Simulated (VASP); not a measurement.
# Si (Fd-3m) in VASP: a series of runs

Runs on Si. Level: PBE. Tasks: single point, relaxation of cell and atoms.

All numbers are computed with VASP 6.6.1; they aren't measurements. Logs are shortened: lines on timing, memory, paths and dates and some standing lists are left out, and cuts for length are marked.

## Step 1: The cell of the first run

It takes space group Fd-3m (No. 227, cubic). Conventional cell: a = 5.431 Å, b = 5.431 Å, c = 5.431 Å, α = 90.00°, β = 90.00°, γ = 90.00°. Within 3.1 Å of Si (site symmetry -43m) lie 4 Si at 2.35 Å.

## Step 2: Single point, PBE

INCAR

```
ALGO = Normal
EDIFF = 1E-6
ENCUT = 500
GGA = PE
GGA_COMPAT = False
ISIF = 2
ISMEAR = 0
LASPH = True
LCHARG = False
LREAL = False
LWAVE = False
NBANDS = 11
NELM = 120
PREC = Accurate
SIGMA = 0.1
```

KPOINTS

```
k-points
0
Gamma
  6 6 6
```

POSCAR

```
Si
1.0
    0.0000000000      2.7154705000      2.7154705000
    2.7154705000      0.0000000000      2.7154705000
    2.7154705000      2.7154705000      0.0000000000
Si
2
Direct
    0.0000000000      0.0000000000      0.0000000000
    0.2500000000      0.2500000000      0.2500000000
```

Potentials or basis: VASP PAW PBE potentials, release 64 (Si).

The run is started by

```bash
$ cat potpaw_PBE.64/Si/POTCAR > POTCAR
$ mpirun -np 1 vasp_std > vasp.out
```

OUTCAR:

```text
EDIFF = 1E-6
   ENCUT = 500
   GGA = PE
   ISIF = 2
   ISMEAR = 0
   LASPH = True
   LREAL = False
   NELM = 120
   PREC = Accurate

 ion  position               nearest neighbor table
   1  0.000  0.000  0.000-   2 2.35   2 2.35   2 2.35   2 2.35
   2  0.250  0.250  0.250-   1 2.35   1 2.35   1 2.35   1 2.35

  LATTYP: Found a face centered cubic cell.
 ALAT       =     5.4309410000

  Lattice vectors:

 A1 = (   0.0000000000,   2.7154705000,   2.7154705000)
 A2 = (   2.7154705000,   0.0000000000,   2.7154705000)
 A3 = (   2.7154705000,   2.7154705000,   0.0000000000)

Analysis of symmetry for initial positions (statically):
=====================================================================
 Subroutine PRICEL returns:
 Original cell was already a primitive cell.

 Routine SETGRP: Setting up the symmetry group for a
 face centered cubic supercell.

 Subroutine GETGRP returns: Found 48 space group operations
 (whereof 24 operations were pure point group operations)
 out of a pool of 48 trial point group operations.

The static configuration has the point symmetry T_d .
 The point group associated with its full space group is O_h .

Analysis of symmetry for dynamics (positions and initial velocities):
=====================================================================
 Subroutine PRICEL returns:
 Original cell was already a primitive cell.

 Routine SETGRP: Setting up the symmetry group for a
 face centered cubic supercell.

 Subroutine GETGRP returns: Found 48 space group operations
 (whereof 24 operations were pure point group operations)
 out of a pool of 48 trial point group operations.

The dynamic configuration has the point symmetry T_d .
 The point group associated with its full space group is O_h .

 Subroutine INISYM returns: Found 48 space group operations
 (whereof 24 operations are pure point group operations),
 and found     1 'primitive' translations

----------------------------------------------------------------------------------------

                                     Primitive cell

  volume of cell :      40.0466

  direct lattice vectors                    reciprocal lattice vectors
     0.000000000  2.715470500  2.715470500    -0.184130154  0.184130154  0.184130154
     2.715470500  0.000000000  2.715470500     0.184130154 -0.184130154  0.184130154
     2.715470500  2.715470500  0.000000000     0.184130154  0.184130154 -0.184130154

  length of vectors
     3.840255209  3.840255209  3.840255209     0.318922781  0.318922781  0.318922781

  position of ions in fractional coordinates (direct lattice)
     0.000000000  0.000000000  0.000000000
     0.250000000  0.250000000  0.250000000

  ion indices of the primitive-cell ions
   primitive index   ion index
                 1           1
                 2           2

----------------------------------------------------------------------------------------

 KPOINTS: k-points

Automatic generation of k-mesh.
 Grid dimensions read from file:
 generate k-points for:    6    6    6

 Generating k-lattice:

  Cartesian coordinates                     Fractional coordinates (reciprocal lattice)
    -0.030688359  0.030688359  0.030688359     0.166666667  0.000000000  0.000000000
     0.030688359 -0.030688359  0.030688359     0.000000000  0.166666667  0.000000000
     0.030688359  0.030688359 -0.030688359     0.000000000  0.000000000  0.166666667

  Length of vectors
     0.053153797  0.053153797  0.053153797

  Shift w.r.t. Gamma in fractional coordinates (k-lattice)
     0.000000000  0.000000000  0.000000000

 Subroutine IBZKPT returns following result:
 ===========================================

 Found     16 irreducible k-points:

 Following reciprocal coordinates:
            Coordinates               Weight
  0.000000  0.000000  0.000000      1.000000
  0.166667  0.000000  0.000000      8.000000
  0.333333  0.000000  0.000000      8.000000
  0.500000  0.000000  0.000000      4.000000
  0.166667  0.166667  0.000000      6.000000
  0.333333  0.166667  0.000000     24.000000
[... 8 lines left out ...]
 -0.333333  0.333333  0.166667     24.000000
 -0.333333  0.500000  0.166667     12.000000
   k-points           NKPTS =     16   k-points in BZ     NKDIM =     16   number of bands    NBANDS=     11
   number of dos      NEDOS =    301   number of ions     NIONS =      2
   total plane-waves  NPLWV =  21952
   dimension x,y,z NGX =    28 NGY =   28 NGZ =   28
   dimension x,y,z NGXF=    56 NGYF=   56 NGZF=   56
   ions per type =               2
   NGX,Y,Z   is equivalent  to a cutoff of  12.12, 12.12, 12.12 a.u.
   NGXF,Y,Z  is equivalent  to a cutoff of  24.24, 24.24, 24.24 a.u.
 SYSTEM =  unknown system
   PREC   = accura    normal or accurate (medium, high low for compatibility)
   ISTART =      0    job   : 0-new  1-cont  2-samecut
   ICHARG =      2    charge: 1-file 2-atom 10-const
   ISPIN  =      1    spin polarized calculation?
   LNONCOLLINEAR =      F non collinear calculations
   LSORBIT =      F    spin-orbit coupling
   LASPH  =      T    aspherical Exc in radial PAW
   ENCUT  =  500.0 eV  36.75 Ry    6.06 a.u.   7.00  7.00  7.00*2*pi/ulx,y,z
   NELM   =    120;   NELMIN=  2; NELMDL= -5     # of ELM steps
   EDIFF  = 0.1E-05   stopping-criterion for ELM
   LREAL  =      F    real-space projection
   EDIFFG = 0.1E-04   stopping-criterion for IOM
   NSW    =      0    number of steps for IOM
   IBRION =     -1    ionic relax: 0-MD 1-quasi-New 2-CG
   NFREE  =      0    steps in history (QN), initial steepest desc. (CG)
   ISIF   =      2    stress and relaxation
   ISYM   =      2    0-nonsym 1-usesym 2-fastsym
   POTIM  = 0.5000    time-step for ionic-motion
   TEBEG  =    0.0;   TEEND  =   0.0 temperature during run
   PSTRESS=    0.0 pullay stress
   NELECT =       8.0000    total number of electrons
   NUPDOWN=      -1.0000    fix difference up-down
   EMIN   =  10.00;   EMAX   =-10.00  energy-range for DOS
   EFERMI =   0.00;   METHOD = LEGACY
   ISMEAR =     0;   SIGMA  =   0.10  broadening in eV -4-tet -1-fermi 0-gaus
   EFERMI_NEDOS =   21; number of points for ismear=-14 and -15
   IALGO  =     38    algorithm
   IMIX   =      4    mixing-type and parameters
     AMIX     =   0.40;   BMIX     =  1.00
     AMIX_MAG =   1.60;   BMIX_MAG =  1.00
  volume/ion in A,a.u.               =      20.02       135.12
  Fermi-wavevector in a.u.,A,eV,Ry     =   0.957010  1.808486 12.461139  0.915868
  Thomas-Fermi vector in A             =   2.085989
   LORBIT       =      0    0 simple, 1 ext, 2 COOP (PROOUT), +10 PAW based schemes
   GGA     = PE    functional components
   LHFCALC =     F    Hartree Fock is set to
   AEXX    =    0.0000 exact exchange contribution
   IVDW    =     0    specifies the selected vdW correction
   LEPSILON=     F    determine dielectric tensor
   LRPA    =     F    only Hartree local field effects (RPA)
 non-spin polarized calculation
 Gauss-broadening in eV      SIGMA  =   0.10
  energy-cutoff  :      500.00
  volume of cell :       40.05
 maximum number of plane-waves:      1034
   NGX = 13   NGY = 13   NGZ = 13

 number of electron       8.0000001 magnetization

 Free energy of the ion-electron system (eV)
  ---------------------------------------------------
  ext. energy  EPLUGINS =         0.00000000
  ---------------------------------------------------
  free energy    TOTEN  =       -10.82096714 eV

  energy without entropy =      -10.82096713  energy(sigma->0) =      -10.82096713

 E-fermi :   6.1800     XC(G=0):  -9.4040

 val. band max:        5.8324663020   @ k =   0.0000   0.0000   0.0000
 cond. band min:       6.5401703865   @ k =   0.5000   0.5000   0.0000
 fundamental gap:      0.7077040845
 Fermi energy:         6.1800220217

 k-point     1 :       0.0000    0.0000    0.0000
  band No.  band energies     occupation
      1      -6.1256      2.00000
      2       5.8325      2.00000
      3       5.8325      2.00000
      4       5.8325      2.00000
      5       8.3949      0.00000
      6       8.3949      0.00000
      7       8.3949      0.00000
      8       9.2053      0.00000
      9      13.5484      0.00000
     10      13.5484      0.00000
     11      13.7908      0.00000

 k-point     2 :       0.1667    0.0000    0.0000
  band No.  band energies     occupation
      1      -5.7644      2.00000
      2       3.4533      2.00000
      3       5.3825      2.00000
      4       5.3825      2.00000
      5       8.1846      0.00000
      6       9.0421      0.00000
      7       9.0421      0.00000
      8      11.2901      0.00000
      9      12.9137      0.00000
     10      12.9137      0.00000
     11      14.9203      0.00000

 k-point     3 :       0.3333    0.0000    0.0000
  band No.  band energies     occupation
      1      -4.7487      2.00000
      2       0.5007      2.00000
      3       4.8331      2.00000
      4       4.8331      2.00000
      5       7.5967      0.00000
      6       9.3370      0.00000
      7       9.3370      0.00000
      8      13.7013      0.00000
      9      13.8140      0.00000
     10      13.8140      0.00000
     11      14.9543      0.00000

 k-point     4 :       0.5000    0.0000    0.0000
  band No.  band energies     occupation
      1      -3.7941      2.00000
      2      -1.1344      2.00000
      3       4.6351      2.00000
      4       4.6351      2.00000
      5       7.3711      0.00000
      6       9.1694      0.00000
      7       9.1694      0.00000
      8      13.5589      0.00000
      9      16.3783      0.00000
     10      16.3783      0.00000
     11      17.1871      0.00000

 k-point     5 :       0.1667    0.1667    0.0000
  band No.  band energies     occupation
      1      -5.6414      2.00000
      2       3.7966      2.00000
      3       4.6402      2.00000
      4       4.6402      2.00000
      5       7.5362      0.00000
      6      10.1343      0.00000
      7      10.1766      0.00000
      8      10.1766      0.00000
      9      12.4462      0.00000
     10      14.0862      0.00000
     11      15.5926      0.00000
[... 99 lines left out ...]
 k-point    13 :       0.5000    0.5000    0.0000
  band No.  band energies     occupation
      1      -1.9811      2.00000
      2      -1.9811      2.00000
      3       2.9822      2.00000
      4       2.9822      2.00000
      5       6.5402      0.00000
      6       6.5402      0.00000
      7      15.9458      0.00000
      8      15.9458      0.00000
      9      16.8040      0.00000
     10      16.8040      0.00000
     11      18.3516      0.00000

 k-point    14 :       0.5000    0.3333    0.1667
  band No.  band energies     occupation
      1      -3.8361      2.00000
      2       0.1917      2.00000
      3       2.2647      2.00000
      4       3.5391      2.00000
      5       8.6843      0.00000
      6       9.5441      0.00000
      7      10.0674      0.00000
      8      12.8973      0.00000
      9      14.8329      0.00000
     10      15.7418      0.00000
     11      18.8705      0.00000

 k-point    15 :      -0.3333    0.3333    0.1667
  band No.  band energies     occupation
      1      -2.8512      2.00000
      2      -1.0077      2.00000
      3       1.8248      2.00000
      4       3.0724      2.00000
      5       9.1851      0.00000
      6       9.3897      0.00000
      7      11.9307      0.00000
      8      12.3520      0.00000
      9      13.3876      0.00000
     10      16.9326      0.00000
     11      17.7926      0.00000

 k-point    16 :      -0.3333    0.5000    0.1667
  band No.  band energies     occupation
      1      -1.8612      2.00000
      2      -1.8612      2.00000
      3       2.1894      2.00000
      4       2.1894      2.00000
      5       8.5794      0.00000
      6       8.5794      0.00000
      7      12.5953      0.00000
      8      12.5953      0.00000
      9      16.4063      0.00000
     10      16.4063      0.00000
     11      18.7892      0.00000

------------------------ aborting loop because EDIFF is reached ----------------------------------------

  FORCE on cell =-STRESS in cart. coord.  units (eV):
  Direction    XX          YY          ZZ          XY          YZ          ZX
  --------------------------------------------------------------------------------------
  -------------------------------------------------------------------------------------
  Total        0.5013219      0.5013219      0.5013219      0.0000000      0.0000000      0.0000000
  in kB       20.0568169     20.0568169     20.0568169      0.0000000      0.0000000      0.0000000
  external PRESSURE =      20.0568169 kB  Pullay stress =       0.0000000 kB

 VOLUME and BASIS-vectors are now :
 -----------------------------------------------------------------------------
  energy-cutoff  :      500.00
  volume of cell :       40.05
      direct lattice vectors                 reciprocal lattice vectors
     0.000000000  2.715470500  2.715470500    -0.184130154  0.184130154  0.184130154
     2.715470500  0.000000000  2.715470500     0.184130154 -0.184130154  0.184130154
     2.715470500  2.715470500  0.000000000     0.184130154  0.184130154 -0.184130154

 POSITION                                       TOTAL-FORCE (eV/Angst)
 -----------------------------------------------------------------------------------
      0.00000      0.00000      0.00000        -0.000000     -0.000000     -0.000000
      1.35774      1.35774      1.35774         0.000000      0.000000      0.000000
 -----------------------------------------------------------------------------------
    total drift:                                0.000000      0.000000     -0.000000

  FREE ENERGIE OF THE ION-ELECTRON SYSTEM (eV)
  ---------------------------------------------------
  free  energy   TOTEN  =       -10.8209671390 eV

  energy  without entropy=      -10.8209671299  energy(sigma->0) =      -10.82096713
```

It took 3.3 s on 1 thread of Intel Xeon 6975P-C (Granite Rapids), shared host; peak memory 0.14 GiB.

What came out:

* Free energy: -10.8210 eV
* Pressure: 2.0 GPa
* Band gap on the k mesh: 0.71 eV (least direct gap 2.56 eV)

A k mesh can miss the band edges.

## Step 3: Single point, PBE

This run uses another cell than the first one, of 20.46 Å³/atom.

INCAR

```
SYSTEM = Si
  PREC = Accurate
  ENCUT = 500
  EDIFF = 1E-6
  ISMEAR = 0
  SIGMA = 0.02
  LREAL = .FALSE.
  LASPH = .TRUE.
  NELM = 120
  ALGO = Normal
  ISIF = 2
  LWAVE = .FALSE.
  LCHARG = .TRUE.
  GGA = PE
  LELF = .TRUE.
  LVHAR = .TRUE.
  NBANDS = 11
  GGA_COMPAT = .FALSE.
```

KPOINTS

```
regular mesh
0
G
  10 10 10
  0 0 0
```

POSCAR

```
Si
1.0
    0.0000000000      2.7349186307      2.7349186307
    2.7349186307      0.0000000000      2.7349186307
    2.7349186307      2.7349186307      0.0000000000
Si
2
Direct
    0.0000000000      0.0000000000      0.0000000000
    0.2500000000      0.2500000000      0.2500000000
```

Potentials or basis: VASP PAW PBE potentials, release 64 (Si).

The run is started by

```bash
$ cat potpaw_PBE.64/Si/POTCAR > POTCAR
$ mpirun -np 1 vasp_std > vasp.out
```

Run time: 7.4 s. Hardware: 1 thread of Intel Xeon 6975P-C (Granite Rapids), shared host; peak memory 0.15 GiB.

Results (log left out):

```
Free energy            : -10.8492 eV
Pressure               : -0.1 GPa
Band gap on the k mesh : 0.62 eV (least direct gap 2.56 eV)
```

Levels at points of the mesh, in eV from the valence-band top:
| k point | band 1 | band 2 | band 3 | band 4 | band 5 | band 6 | band 7 | band 8 | band 9 |
| --- | --- | --- | --- | --- | --- | --- | --- | --- | --- |
| (0.00, 0.00, 0.00) | -11.81 | 0.00 | 0.00 | 0.00 | 2.56 | 2.56 | 2.56 | 3.13 | 7.71 |
| (0.50, 0.00, 0.00) | -9.53 | -6.87 | -1.18 | -1.18 | 1.46 | 3.35 | 3.35 | 7.70 | 10.49 |
| (0.50, 0.50, 0.00) | -7.74 | -7.74 | -2.79 | -2.79 | 0.75 | 0.75 | 9.93 | 9.93 | 10.91 |

A k mesh can miss the band edges.

(Part 1 of 2 ends here.)
